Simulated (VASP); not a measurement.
Runs of VASP 6.6.1 on Ni. The structure is that of space group Im-3m (No. 229), or close to it. The cells are those of the table. 

```tsv
level	spin	cell	k mesh	smearing	grid for exact exchange (PRECFOCK)	gap on the mesh (eV)	pressure (GPa)	moment (μB)
r2SCAN	off	a = 2.418 Å, angles 109.5°, 1 atom	18 × 18 × 18	fermi-dirac 0.1 eV	-	none	-7.5	-
r2SCAN0	off	a = 2.387 Å, angles 109.5°, 1 atom	8 × 8 × 8	fermi-dirac 0.1 eV	Normal	none	-4.1	-
r2SCAN	collinear, ferromagnetic start	a = 2.487 Å, angles 109.5°, 1 atom	18 × 18 × 18	fermi-dirac 0.05 eV	-	none	-18.1	0.65
r2SCAN	off	a = 2.387 Å, angles 109.5°, 1 atom	26 × 26 × 26	fermi-dirac 0.1 eV	-	none	0.5	-
r2SCAN	off	a = 2.479 Å, angles 109.5°, 1 atom	18 × 18 × 18	fermi-dirac 0.1 eV	-	none	(b)	-
r2SCAN	off	a = 2.449 Å, angles 109.5°, 1 atom	18 × 18 × 18	fermi-dirac 0.1 eV	-	none	-13.8	-
r2SCAN	non-collinear, zero start, SOC	a = 2.387 Å, angles 109.5°, 1 atom	16 × 16 × 16	fermi-dirac 0.1 eV	-	-	0.7	0.00
r2SCAN	off	a = 2.387 Å, angles 109.5°, 1 atom	16 × 16 × 16	fermi-dirac 0.1 eV	-	none	(a)	-
```

Alike in all rows: task single point; potentials or basis VASP PAW PBE potentials, release 64 (Ni); cutoff (eV) 520.

Problem. Fill in the values left out.

Solution. (a) 0.6; (b) -18.8.

Caveats: some runs use coarse meshes; the PAW data sets were made with another functional, which shifts forces and pressure a little.

A gap of «none» marks levels without a gap at the run's occupations.
